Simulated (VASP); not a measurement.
# BaTiO3 in VASP: single point with r2SCAN

Aim: the single point of BaTiO3 with r2SCAN.

Everything below comes from runs of VASP 6.6.1. Logs are shortened: lines on timing, memory, paths and dates and some standing lists are left out, and cuts for length are marked.

## Step 1: The cell of the first run

The typed cell holds 5 atoms: a = 4.024 Å, b = 4.024 Å, c = 4.024 Å, α = 89.79°, β = 90.21°, γ = 90.21°.

## Step 2: Single point, r2SCAN

The input, POSCAR:

```
BaTiO3
1.0
    4.0239988417     -0.0073147766     -0.0072606817
   -0.0073147766      4.0240027696      0.0072534847
   -0.0072606817      0.0072534847      4.0234934399
Ba Ti O
1 1 3
Direct
    0.4929475901      0.5070514916      0.5070099734
    0.9794664332      0.0205320849      1.0204637136
    0.5156161285     -0.0059756452     -0.0059624523
    0.0059745301      0.4843852723     -0.0059639644
    0.0059953181      0.9940067964      0.4844527397
```

The input, INCAR.step1:

```
  ALGO = Normal
  EDIFF = 1E-4
  ENCUT = 520
  GGA = PE
  ISMEAR = -1
  LASPH = T
  LCHARG = F
  LREAL = F
  LWAVE = T
  NBANDS = 28
  NELM = 100
  PREC = Accurate
  SIGMA = 0.05
```

The input, INCAR.step2:

```
  ALGO = Normal
  EDIFF = 1E-7
  ENCUT = 520
  ISIF = 2
  ISMEAR = -1
  ISTART = 1
  LASPH = T
  LCHARG = T
  LELF = T
  LMIXTAU = T
  LREAL = F
  LVHAR = T
  LWAVE = F
  METAGGA = R2SCAN
  NBANDS = 28
  NELM = 100
  PREC = Accurate
  SIGMA = 0.05
```

The input, KPOINTS:

```
k-points
0
Gamma
  7 7 7
```

Potentials or basis: VASP PAW PBE potentials, release 64 (Ba_sv, Ti_sv, O).

Launch:

```console
> cat potpaw_PBE.64/Ba_sv/POTCAR potpaw_PBE.64/Ti_sv/POTCAR potpaw_PBE.64/O/POTCAR > POTCAR
> cp INCAR.step1 INCAR
> mpirun -np 1 vasp_std > vasp.out
> cp INCAR.step2 INCAR
> mpirun -np 1 vasp_std > vasp.out
```

OUTCAR:

```text
EDIFF = 1E-7
   ENCUT = 520
   ISIF = 2
   ISMEAR = -1
   ISTART = 1
   LASPH = T
   LREAL = F
   METAGGA = R2SCAN
   NELM = 100
   PREC = Accurate

 ion  position               nearest neighbor table
   1  0.493  0.507  0.507-   5 2.78   4 2.78   3 2.78   4 2.84   3 2.84   5 2.84   5 2.84   4 2.84
                             3 2.84   3 2.93   4 2.93   5 2.93   2 3.40   2 3.45   2 3.45   2 3.45
   2  0.979  0.021  0.020-   3 1.87   4 1.87   5 1.87   5 2.16   4 2.16   3 2.16   1 3.40   1 3.45
                             1 3.45   1 3.45   1 3.51   1 3.51   1 3.51   1 3.59
   3  0.516  0.994  0.994-   2 1.87   2 2.16   1 2.78   1 2.84   1 2.84   1 2.93
   4  0.006  0.484  0.994-   2 1.87   2 2.16   1 2.78   1 2.84   1 2.84   1 2.93
   5  0.006  0.994  0.484-   2 1.87   2 2.16   1 2.78   1 2.84   1 2.84   1 2.93

  LATTYP: Found a base centered monoclinic cell.
 ALAT       =     5.7011596459
 B/A-ratio  =     0.9963677937
 C/A-ratio  =     0.7057347591
 COS(beta)  =    -0.0050965869

  Lattice vectors:

 A1 = (   0.0073147766,  -4.0240027696,  -0.0072534847)
 A2 = (   4.0239988417,  -0.0073147766,  -0.0072606817)
 A3 = (  -0.0072606817,   0.0072534847,   4.0234934399)

Analysis of symmetry for initial positions (statically):
=====================================================================
 Subroutine PRICEL returns:
 Original cell was already a primitive cell.

 Routine SETGRP: Setting up the symmetry group for a
 base centered monoclinic supercell.

 Subroutine GETGRP returns: Found  2 space group operations
 (whereof  2 operations were pure point group operations)
 out of a pool of  4 trial point group operations.

The static configuration has the point symmetry C_1h.

Analysis of symmetry for dynamics (positions and initial velocities):
=====================================================================
 Subroutine PRICEL returns:
 Original cell was already a primitive cell.

 Routine SETGRP: Setting up the symmetry group for a
 base centered monoclinic supercell.

 Subroutine GETGRP returns: Found  2 space group operations
 (whereof  2 operations were pure point group operations)
 out of a pool of  4 trial point group operations.

The dynamic configuration has the point symmetry C_1h.

 Subroutine INISYM returns: Found  2 space group operations
 (whereof  2 operations are pure point group operations),
 and found     1 'primitive' translations

----------------------------------------------------------------------------------------

                                     Primitive cell

  volume of cell :      65.1501

  direct lattice vectors                    reciprocal lattice vectors
     4.023998842 -0.007314777 -0.007260682     0.248510645  0.000450932  0.000447642
    -0.007314777  4.024002770  0.007253485     0.000450932  0.248510401 -0.000447197
    -0.007260682  0.007253485  4.023493440     0.000447642 -0.000447197  0.248541848

  length of vectors
     4.024012040  4.024015955  4.023506529     0.248511458  0.248511213  0.248542653

  position of ions in fractional coordinates (direct lattice)
     0.492947590  0.507051492  0.507009973
     0.979466433  0.020532085  0.020463714
     0.515616128  0.994024355  0.994037548
     0.005974530  0.484385272  0.994036036
     0.005995318  0.994006796  0.484452740

  ion indices of the primitive-cell ions
   primitive index   ion index
                 1           1
                 2           2
                 3           3
                 4           4
                 5           5

----------------------------------------------------------------------------------------

 KPOINTS: k-points

Automatic generation of k-mesh.
 Grid dimensions read from file:
 generate k-points for:    7    7    7

 Generating k-lattice:

  Cartesian coordinates                     Fractional coordinates (reciprocal lattice)
     0.035501521  0.000064419  0.000063949     0.142857143 -0.000000000 -0.000000000
     0.000064419  0.035501486 -0.000063885     0.000000000  0.142857143  0.000000000
     0.000063949 -0.000063885  0.035505978    -0.000000000  0.000000000  0.142857143

  Length of vectors
     0.035501637  0.035501602  0.035506093

  Shift w.r.t. Gamma in fractional coordinates (k-lattice)
     0.000000000  0.000000000  0.000000000

 Subroutine IBZKPT returns following result:
 ===========================================

 Found    100 irreducible k-points:

 Following reciprocal coordinates:
            Coordinates               Weight
  0.000000  0.000000  0.000000      1.000000
  0.142857  0.000000  0.000000      4.000000
  0.285714  0.000000  0.000000      4.000000
  0.428571  0.000000  0.000000      4.000000
  0.142857  0.142857  0.000000      2.000000
  0.285714  0.142857 -0.000000      4.000000
[... 16 lines left out ...]
 -0.142857  0.000000  0.142857      4.000000
  0.142857  0.142857  0.142857      4.000000
 [... further k-points ...]
   k-points           NKPTS =    100   k-points in BZ     NKDIM =    100   number of bands    NBANDS=     28
   number of dos      NEDOS =    301   number of ions     NIONS =      5
   total plane-waves  NPLWV =  27000
   dimension x,y,z NGX =    30 NGY =   30 NGZ =   30
   dimension x,y,z NGXF=    60 NGYF=   60 NGZF=   60
   ions per type =               1   1   3
   NGX,Y,Z   is equivalent  to a cutoff of  12.39, 12.39, 12.40 a.u.
   NGXF,Y,Z  is equivalent  to a cutoff of  24.79, 24.79, 24.79 a.u.
 SYSTEM =  unknown system
   PREC   = accura    normal or accurate (medium, high low for compatibility)
   ISTART =      1    job   : 0-new  1-cont  2-samecut
   ICHARG =      0    charge: 1-file 2-atom 10-const
   ISPIN  =      1    spin polarized calculation?
   LNONCOLLINEAR =      F non collinear calculations
   LSORBIT =      F    spin-orbit coupling
   LASPH  =      T    aspherical Exc in radial PAW
   ENCUT  =  520.0 eV  38.22 Ry    6.18 a.u.   7.48  7.48  7.48*2*pi/ulx,y,z
   NELM   =    100;   NELMIN=  2; NELMDL=  0     # of ELM steps
   EDIFF  = 0.1E-06   stopping-criterion for ELM
   LREAL  =      F    real-space projection
   EDIFFG = 0.1E-05   stopping-criterion for IOM
   NSW    =      0    number of steps for IOM
   IBRION =     -1    ionic relax: 0-MD 1-quasi-New 2-CG
   NFREE  =      0    steps in history (QN), initial steepest desc. (CG)
   ISIF   =      2    stress and relaxation
   ISYM   =      2    0-nonsym 1-usesym 2-fastsym
   POTIM  = 0.5000    time-step for ionic-motion
   TEBEG  =    0.0;   TEEND  =   0.0 temperature during run
   PSTRESS=    0.0 pullay stress
   NELECT =      40.0000    total number of electrons
   NUPDOWN=      -1.0000    fix difference up-down
   EMIN   =  10.00;   EMAX   =-10.00  energy-range for DOS
   EFERMI =   0.00;   METHOD = LEGACY
   ISMEAR =    -1;   SIGMA  =   0.05  broadening in eV -4-tet -1-fermi 0-gaus
   EFERMI_NEDOS =   21; number of points for ismear=-14 and -15
   IALGO  =     38    algorithm
   IMIX   =      4    mixing-type and parameters
     AMIX     =   0.40;   BMIX     =  1.00
     AMIX_MAG =   1.60;   BMIX_MAG =  1.00
  volume/ion in A,a.u.               =      13.03        87.93
  Fermi-wavevector in a.u.,A,eV,Ry     =   1.391414  2.629392 26.341336  1.936034
  Thomas-Fermi vector in A             =   2.515256
   LORBIT       =      0    0 simple, 1 ext, 2 COOP (PROOUT), +10 PAW based schemes
   METAGGA = R2SCAN    functional components
   LHFCALC =     F    Hartree Fock is set to
   AEXX    =    0.0000 exact exchange contribution
   IVDW    =     0    specifies the selected vdW correction
   LEPSILON=     F    determine dielectric tensor
   LRPA    =     F    only Hartree local field effects (RPA)
 non-spin polarized calculation
  energy-cutoff  :      520.00
  volume of cell :       65.15
 maximum number of plane-waves:      1773
 NGX is ok and might be reduce to    30
   NGX = 15   NGY = 15   NGZ = 15

 number of electron      40.0000004 magnetization

 Free energy of the ion-electron system (eV)
  ---------------------------------------------------
  ext. energy  EPLUGINS =         0.00000000
  ---------------------------------------------------
  free energy    TOTEN  =       -74.26864871 eV

  energy without entropy =      -74.26864871  energy(sigma->0) =      -74.26864871

 E-fermi :   4.4911     XC(G=0): -11.8063

 val. band max:        3.2794760565   @ k =  -0.4286   0.4286   0.4286
 cond. band min:       6.1856813377   @ k =   0.0000   0.0000   0.0000
 fundamental gap:      2.9062052812
 Fermi energy:         4.4910621968

 k-point     1 :       0.0000    0.0000    0.0000
  band No.  band energies     occupation
      1     -55.1728      2.00000
      2     -30.3753      2.00000
      3     -30.3750      2.00000
      4     -30.3726      2.00000
      5     -22.1544      2.00000
      6     -14.4136      2.00000
[... 20 lines left out ...]
     27       8.9560      0.00000
     28      11.4474      0.00000

 k-point     2 :       0.1429    0.0000    0.0000
  band No.  band energies     occupation
      1     -55.1726      2.00000
      2     -30.3850      2.00000
      3     -30.3748      2.00000
      4     -30.3729      2.00000
      5     -22.1326      2.00000
      6     -14.4230      2.00000
[... 20 lines left out ...]
     27       9.3501      0.00000
     28      11.9275      0.00000

 k-point     3 :       0.2857    0.0000    0.0000
  band No.  band energies     occupation
      1     -55.1722      2.00000
      2     -30.4081      2.00000
      3     -30.3740      2.00000
      4     -30.3721      2.00000
      5     -22.0830      2.00000
      6     -14.5022      2.00000
[... 20 lines left out ...]
     27      10.3528      0.00000
     28      12.3337      0.00000

 k-point     4 :       0.4286    0.0000    0.0000
  band No.  band energies     occupation
      1     -55.1718      2.00000
      2     -30.4266      2.00000
      3     -30.3733      2.00000
      4     -30.3715      2.00000
      5     -22.0424      2.00000
      6     -14.5992      2.00000
[... 578 lines left out ...]
     27      10.7250      0.00000
     28      12.5865      0.00000

 k-point    23 :      -0.1429    0.0000    0.1429
  band No.  band energies     occupation
      1     -55.1724      2.00000
      2     -30.3849      2.00000
      3     -30.3838      2.00000
      4     -30.3735      2.00000
      5     -22.1126      2.00000
      6     -14.4098      2.00000
[... 20 lines left out ...]
     27       9.7326      0.00000
     28      12.1442      0.00000

 k-point    24 :       0.1429    0.1429    0.1429
  band No.  band energies     occupation
      1     -55.1722      2.00000
      2     -30.3859      2.00000
      3     -30.3845      2.00000
      4     -30.3814      2.00000
      5     -22.0930      2.00000
      6     -14.3845      2.00000
[... 20 lines left out ...]
     27       9.9921      0.00000
     28      12.0998      0.00000

 [... further k-points ...]

------------------------ aborting loop because EDIFF is reached ----------------------------------------

  FORCE on cell =-STRESS in cart. coord.  units (eV):
  Direction    XX          YY          ZZ          XY          YZ          ZX
  --------------------------------------------------------------------------------------
  -------------------------------------------------------------------------------------
  Total        0.7841716      0.7841732      0.7849135      0.0195910     -0.0188610      0.0188416
  in kB       19.2844172     19.2844566     19.3026621      0.4817846     -0.4638310      0.4633537
  external PRESSURE =      19.2905120 kB  Pullay stress =       0.0000000 kB

 VOLUME and BASIS-vectors are now :
 -----------------------------------------------------------------------------
  energy-cutoff  :      520.00
  volume of cell :       65.15
      direct lattice vectors                 reciprocal lattice vectors
     4.023998842 -0.007314777 -0.007260682     0.248510645  0.000450932  0.000447642
    -0.007314777  4.024002770  0.007253485     0.000450932  0.248510401 -0.000447197
    -0.007260682  0.007253485  4.023493440     0.000447642 -0.000447197  0.248541848

 POSITION                                       TOTAL-FORCE (eV/Angst)
 -----------------------------------------------------------------------------------
      1.97623      2.04045      2.04005         0.018205     -0.018205     -0.017779
      3.94107      0.07561      0.07537         0.099503     -0.099503     -0.099307
      2.06035      4.00340      4.00297        -0.102194      0.007733      0.007754
      0.01328      1.95633      4.00297        -0.007733      0.102194      0.007754
      0.01334      4.00336      1.95636        -0.007780      0.007780      0.101578
 -----------------------------------------------------------------------------------
    total drift:                               -0.001965      0.004194      0.003011

  FREE ENERGIE OF THE ION-ELECTRON SYSTEM (eV)
  ---------------------------------------------------
  free  energy   TOTEN  =       -74.2686487137 eV

  energy  without entropy=      -74.2686487137  energy(sigma->0) =      -74.26864871
```

Wall time 13 min (1 thread of Oxide Virtual Turin-like, shared host); peak memory 0.27 GiB.

Results:

```yaml
Free_energy: -74.2686 eV
Pressure: 1.9 GPa
Largest_force: 0.172 eV/Å
Band_gap_on_the_k_mesh: 2.91 eV (least direct gap 3.31 eV)
```

Forces in eV/Å, atoms in the order of the input:
```
Ba   0.018 -0.018 -0.018
Ti   0.100 -0.100 -0.099
O   -0.102  0.008  0.008
O   -0.008  0.102  0.008
O   -0.008  0.008  0.102
```

Caveat: the PAW data sets were made with another functional, which shifts forces and pressure a little; spin-orbit coupling is left out, which moves the levels of the heavy elements. r2SCAN opens gaps a little over a GGA but as a rule still falls short of measured ones.
